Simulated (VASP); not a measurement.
# AlN (P6_3mc) in VASP: a series of runs, part 2 of 2

VASP 6.6.1.

## 4. Single point, LDA

This run uses another cell than the first one, of 11.47 Å³/atom, 1.020 times its volume.

Input file INCAR:

```
ALGO = Normal
EDIFF = 1E-6
ENCUT = 520
GGA = CA
ISIF = 2
ISMEAR = 0
LASPH = T
LCHARG = T
LELF = T
LREAL = F
LVHAR = T
LWAVE = F
NBANDS = 16
NELM = 80
PREC = Accurate
SIGMA = 0.05
```

Input file KPOINTS:

```
k-points
0
Gamma
  9 9 6
```

Input file POSCAR:

```
AlN
1.0
    3.1504000000      0.0000000000      0.0000000000
   -1.5752000000      2.7283264321      0.0000000000
    0.0000000000      0.0000000000      5.3391000000
Al N
2 2
Direct
    0.3333333333      0.6666666667      0.0045421911
    0.6666666667      0.3333333333      0.5045421911
    0.3333333333      0.6666666667      0.3804578089
    0.6666666667      0.3333333333      0.8804578089
```

Potentials or basis: VASP PAW LDA potentials, release 64 (Al, N).

On the command line:

```console
> cat potpaw_LDA.64/Al/POTCAR potpaw_LDA.64/N/POTCAR > POTCAR
> mpirun -np 1 vasp_std > vasp.out
```

OUTCAR:

```text
EDIFF = 1E-6
   ENCUT = 520
   GGA = CA
   ISIF = 2
   ISMEAR = 0
   LASPH = T
   LREAL = F
   NELM = 80
   PREC = Accurate

 ion  position               nearest neighbor table
   1  0.333  0.667  0.005-   4 1.94   4 1.94   4 1.94   3 2.01   2 3.23   2 3.23   2 3.23   2 3.23
                             2 3.23   2 3.23
   2  0.667  0.333  0.505-   3 1.94   3 1.94   3 1.94   4 2.01   1 3.23   1 3.23   1 3.23   1 3.23
                             1 3.23   1 3.23
   3  0.333  0.667  0.380-   2 1.94   2 1.94   2 1.94   1 2.01
   4  0.667  0.333  0.880-   1 1.94   1 1.94   1 1.94   2 2.01

  LATTYP: Found a hexagonal cell.
 ALAT       =     3.1504000000
 C/A-ratio  =     1.6947371762

  Lattice vectors:

 A1 = (   3.1504000000,   0.0000000000,   0.0000000000)
 A2 = (  -1.5752000000,   2.7283264321,   0.0000000000)
 A3 = (   0.0000000000,   0.0000000000,   5.3391000000)

Analysis of symmetry for initial positions (statically):
=====================================================================
 Subroutine PRICEL returns:
 Original cell was already a primitive cell.
[... 173 lines left out ...]
  free energy    TOTEN  =       -32.45090627 eV

  energy without entropy =      -32.45090627  energy(sigma->0) =      -32.45090627

 E-fermi :   5.2172     XC(G=0): -10.8443

 val. band max:        4.9335792205   @ k =   0.0000   0.0000   0.0000
 cond. band min:       8.3231054331   @ k =   0.0000   0.0000   0.0000
 fundamental gap:      3.3895262126
 Fermi energy:         5.2171748707

 k-point     1 :       0.0000    0.0000    0.0000
  band No.  band energies     occupation
      1      -9.4609      2.00000
      2      -7.7349      2.00000
      3      -0.7983      2.00000
      4       4.4404      2.00000
      5       4.4404      2.00000
      6       4.7486      2.00000
[... 433 lines left out ...]
      3       0.7286      2.00000
      4       1.0248      2.00000
      5       1.0248      2.00000
      6       2.3777      2.00000
[... 8 lines left out ...]
     15      17.5440      0.00000
     16      18.8018      0.00000

 [... further k-points ...]
[... 5 lines left out ...]
  --------------------------------------------------------------------------------------
  -------------------------------------------------------------------------------------
  Total       -3.9699965     -3.9699965     -8.1140406      0.0000000      0.0000000     -0.0000000
  in kB     -138.6023594   -138.6023594   -283.2811478      0.0000000      0.0000000     -0.0000000
  external PRESSURE =    -186.8286222 kB  Pullay stress =       0.0000000 kB

 VOLUME and BASIS-vectors are now :
 -----------------------------------------------------------------------------
  energy-cutoff  :      520.00
  volume of cell :       45.89
      direct lattice vectors                 reciprocal lattice vectors
     3.150400000  0.000000000  0.000000000     0.317420010  0.183262528  0.000000000
    -1.575200000  2.728326432  0.000000000     0.000000000  0.366525057  0.000000000
     0.000000000  0.000000000  5.339100000     0.000000000  0.000000000  0.187297485

 POSITION                                       TOTAL-FORCE (eV/Angst)
 -----------------------------------------------------------------------------------
     -0.00000      1.81888      0.02425        -0.000000      0.000000      0.010915
      1.57520      0.90944      2.69380         0.000000     -0.000000      0.010915
     -0.00000      1.81888      2.03130        -0.000000     -0.000000     -0.010915
      1.57520      0.90944      4.70085         0.000000      0.000000     -0.010915
 -----------------------------------------------------------------------------------
    total drift:                               -0.000000     -0.000000     -0.000417

  FREE ENERGIE OF THE ION-ELECTRON SYSTEM (eV)
  ---------------------------------------------------
  free  energy   TOTEN  =       -32.4509062703 eV

  energy  without entropy=      -32.4509062703  energy(sigma->0) =      -32.45090627
```

stdout:

```text
POSCAR found type information on POSCAR AlN
 POSCAR found :  2 types and       4 ions
 scaLAPACK will be used
 LDA part: xc-table for (Slater(with rela. corr.)+CA(PZ))
 , standard interpolation
 POSCAR, INCAR and KPOINTS ok, starting setup
 FFT: planning ... GRIDC
 FFT: planning ... GRID_SOFT
 FFT: planning ... GRID
 WAVECAR not read
 entering main loop
```

It took 33 s on 1 thread of AMD EPYC 7R43 (Zen 3), shared host; peak memory 0.12 GiB.

What came out:

```yaml
Free_energy: -32.4509 eV
Pressure: -18.7 GPa
Largest_force: 0.011 eV/Å
Band_gap_on_the_k_mesh: 3.39 eV, direct
```

Forces in eV/Å, atoms in the order of the input:
```
Al   0.000  0.000  0.011
Al   0.000  0.000  0.011
N    0.000  0.000 -0.011
N    0.000  0.000 -0.011
```

Levels at points of the mesh, in eV from the valence-band top:
```csv
k point,band 4,band 5,band 6,band 7,band 8,band 9,band 10,band 11,band 12,band 13
"(0.00, 0.00, 0.00)",-0.49,-0.49,-0.19,0.00,0.00,3.39,6.35,9.47,10.87,10.87
"(0.00, 0.00, 0.50)",-3.37,-0.25,-0.25,-0.25,-0.25,5.85,5.85,9.25,9.25,11.18
```

## 5. Single point, LDA

This run uses another cell than the first one, of 11.70 Å³/atom, 1.040 times its volume.

Input file INCAR:

```
  PREC = Accurate
  ENCUT = 520
  EDIFF = 1E-6
  ISMEAR = 0
  SIGMA = 0.05
  LREAL = F
  LASPH = T
  NELM = 100
  ALGO = Normal
  ISIF = 2
  LWAVE = F
  LCHARG = F
  GGA = CA
  NBANDS = 16
```

Input file KPOINTS:

```
regular mesh
0
Gamma
  9 9 6
```

Input file POSCAR:

```
AlN
1.0
    3.1813000000      0.0000000000      0.0000000000
   -1.5906500000      2.7550866171      0.0000000000
    0.0000000000      0.0000000000      5.3391000000
Al N
2 2
Direct
    0.3333333333      0.6666666667      0.0039492435
    0.6666666667      0.3333333333      0.5039492435
    0.3333333333      0.6666666667      0.3810507565
    0.6666666667      0.3333333333      0.8810507565
```

On the command line:

```console
> cat potpaw_LDA.64/Al/POTCAR potpaw_LDA.64/N/POTCAR > POTCAR
> mpirun -np 1 vasp_std > vasp.out
```

It took 32 s on 1 thread of AMD EPYC 7R43 (Zen 3), shared host; peak memory 0.12 GiB.

The run converged. Its results:

```
Free energy            : -32.3624 eV
Pressure               : -21.3 GPa
Largest force          : 0.009 eV/Å
Band gap on the k mesh : 3.28 eV, direct
```

Forces on the atoms (eV/Å):
```
Al   0.000  0.000  0.009
Al   0.000  0.000  0.009
N    0.000  0.000 -0.009
N    0.000  0.000 -0.009
```

Stress tensor (GPa, compression positive):
```
-17.62   0.00   0.00
  0.00 -17.62   0.00
  0.00   0.00 -28.59
```

Levels at points of the mesh, in eV from the valence-band top:
```csv
k point,band 6,band 7,band 8,band 9,band 10,band 11
"(0.00, 0.00, 0.00)",-0.10,0.00,0.00,3.28,6.12,9.41
"(0.00, 0.00, 0.50)",-0.26,-0.26,-0.26,5.69,5.69,9.16
```

## 6. Single point, LDA

This run uses another cell than the first one, of 11.90 Å³/atom, 1.058 times its volume.

Input file INCAR:

```
ALGO = Normal
EDIFF = 1E-6
ENCUT = 520
GGA = CA
ISIF = 2
ISMEAR = 0
LASPH = T
LCHARG = T
LELF = T
LREAL = F
LVHAR = T
LWAVE = F
NBANDS = 16
NELM = 80
PREC = Accurate
SIGMA = 0.05
```

Input file KPOINTS:

```
k-points
0
Gamma
  9 9 6
```

Input file POSCAR:

```
AlN
1.0
    3.1504000000      0.0000000000      0.0000000000
   -1.5752000000      2.7283264321      0.0000000000
    0.0000000000      0.0000000000      5.5368000000
Al N
2 2
Direct
    0.3333333333      0.6666666667      0.0036448159
    0.6666666667      0.3333333333      0.5036448159
    0.3333333333      0.6666666667      0.3813551841
    0.6666666667      0.3333333333      0.8813551841
```

Potentials or basis: VASP PAW LDA potentials, release 64 (Al, N).

On the command line:

```console
> cat potpaw_LDA.64/Al/POTCAR potpaw_LDA.64/N/POTCAR > POTCAR
> mpirun -np 1 vasp_std > vasp.out
```

OUTCAR:

```text
EDIFF = 1E-6
   ENCUT = 520
   GGA = CA
   ISIF = 2
   ISMEAR = 0
   LASPH = T
   LREAL = F
   NELM = 80
   PREC = Accurate

 ion  position               nearest neighbor table
   1  0.333  0.667  0.004-   4 1.94   4 1.94   4 1.94   3 2.09   2 3.31   2 3.31   2 3.31   2 3.31
                             2 3.31   2 3.31
   2  0.667  0.333  0.504-   3 1.94   3 1.94   3 1.94   4 2.09   1 3.31   1 3.31   1 3.31   1 3.31
                             1 3.31   1 3.31
   3  0.333  0.667  0.381-   2 1.94   2 1.94   2 1.94   1 2.09
   4  0.667  0.333  0.881-   1 1.94   1 1.94   1 1.94   2 2.09

  LATTYP: Found a hexagonal cell.
 ALAT       =     3.1504000000
 C/A-ratio  =     1.7574911122

  Lattice vectors:

 A1 = (   3.1504000000,   0.0000000000,   0.0000000000)
 A2 = (  -1.5752000000,   2.7283264321,   0.0000000000)
 A3 = (   0.0000000000,   0.0000000000,   5.5368000000)

Analysis of symmetry for initial positions (statically):
=====================================================================
 Subroutine PRICEL returns:
 Original cell was already a primitive cell.
[... 173 lines left out ...]
  free energy    TOTEN  =       -32.10130239 eV

  energy without entropy =      -32.10130239  energy(sigma->0) =      -32.10130239

 E-fermi :   4.9166     XC(G=0): -10.6901

 val. band max:        4.6500024701   @ k =   0.0000   0.0000   0.0000
 cond. band min:       7.5661340277   @ k =   0.0000   0.0000   0.0000
 fundamental gap:      2.9161315575
 Fermi energy:         4.9165619393

 k-point     1 :       0.0000    0.0000    0.0000
  band No.  band energies     occupation
      1      -9.5908      2.00000
      2      -8.0921      2.00000
      3      -1.0196      2.00000
      4       4.2411      2.00000
      5       4.2411      2.00000
      6       4.3385      2.00000
[... 433 lines left out ...]
      3       0.5715      2.00000
      4       0.7850      2.00000
      5       0.7850      2.00000
      6       2.0209      2.00000
[... 8 lines left out ...]
     15      17.0721      0.00000
     16      18.1258      0.00000

 [... further k-points ...]
[... 5 lines left out ...]
  --------------------------------------------------------------------------------------
  -------------------------------------------------------------------------------------
  Total       -4.3047870     -4.3047870    -11.0088318      0.0000000      0.0000000      0.0000000
  in kB     -144.9243584   -144.9243584   -370.6217946      0.0000000      0.0000000      0.0000000
  external PRESSURE =    -220.1568371 kB  Pullay stress =       0.0000000 kB

 VOLUME and BASIS-vectors are now :
 -----------------------------------------------------------------------------
  energy-cutoff  :      520.00
  volume of cell :       47.59
      direct lattice vectors                 reciprocal lattice vectors
     3.150400000  0.000000000  0.000000000     0.317420010  0.183262528  0.000000000
    -1.575200000  2.728326432  0.000000000     0.000000000  0.366525057  0.000000000
     0.000000000  0.000000000  5.536800000     0.000000000  0.000000000  0.180609738

 POSITION                                       TOTAL-FORCE (eV/Angst)
 -----------------------------------------------------------------------------------
     -0.00000      1.81888      0.02018         0.000000      0.000000      0.013696
      1.57520      0.90944      2.78858        -0.000000     -0.000000      0.013696
     -0.00000      1.81888      2.11149        -0.000000      0.000000     -0.013696
      1.57520      0.90944      4.87989         0.000000     -0.000000     -0.013696
 -----------------------------------------------------------------------------------
    total drift:                               -0.000000     -0.000000     -0.000012

  FREE ENERGIE OF THE ION-ELECTRON SYSTEM (eV)
  ---------------------------------------------------
  free  energy   TOTEN  =       -32.1013023867 eV

  energy  without entropy=      -32.1013023867  energy(sigma->0) =      -32.10130239
```

stdout:

```text
POSCAR found type information on POSCAR AlN
 POSCAR found :  2 types and       4 ions
 scaLAPACK will be used
 LDA part: xc-table for (Slater(with rela. corr.)+CA(PZ))
 , standard interpolation
 POSCAR, INCAR and KPOINTS ok, starting setup
 FFT: planning ... GRIDC
 FFT: planning ... GRID_SOFT
 FFT: planning ... GRID
 WAVECAR not read
 entering main loop
```

It took 39 s on 1 thread of AMD EPYC 7R43 (Zen 3), shared host; peak memory 0.12 GiB.

Results:

- Free energy: -32.1013 eV
- Pressure: -22.0 GPa
- Largest force: 0.014 eV/Å
- Band gap on the k mesh: 2.92 eV, direct

Forces in eV/Å, atoms in the order of the input:
```
Al   0.000  0.000  0.014
Al   0.000  0.000  0.014
N    0.000  0.000 -0.014
N    0.000  0.000 -0.014
```

Stress tensor (GPa, compression positive):
```
-14.49   0.00   0.00
  0.00 -14.49   0.00
  0.00   0.00 -37.06
```

## 7. Summary

| cell | gap on the mesh (eV) | pressure (GPa) | largest force (eV/Å) |
| --- | --- | --- | --- |
| a = 3.119, b = 3.119, c = 5.339 Å, angles 90.0, 90.0, 120.0°, 4 atoms | 3.49 | -15.8 | 0.01 |
| a = 3.119, b = 3.119, c = 5.537 Å, angles 90.0, 90.0, 120.0°, 4 atoms | 2.98 | -19.5 | 0.02 |
| a = 3.150, b = 3.150, c = 5.339 Å, angles 90.0, 90.0, 120.0°, 4 atoms | 3.39 | -18.7 | 0.01 |
| a = 3.181, b = 3.181, c = 5.339 Å, angles 90.0, 90.0, 120.0°, 4 atoms | 3.28 | -21.3 | 0.01 |
| a = 3.150, b = 3.150, c = 5.537 Å, angles 90.0, 90.0, 120.0°, 4 atoms | 2.92 | -22.0 | 0.01 |

Alike in all rows: task single point; level LDA; potentials or basis VASP PAW LDA potentials, release 64 (Al, N); no spin polarisation; k mesh 9 × 9 × 6; cutoff (eV) 520; smearing gaussian 0.05 eV.

Absolute energies hang on the potentials; compare differences alone.
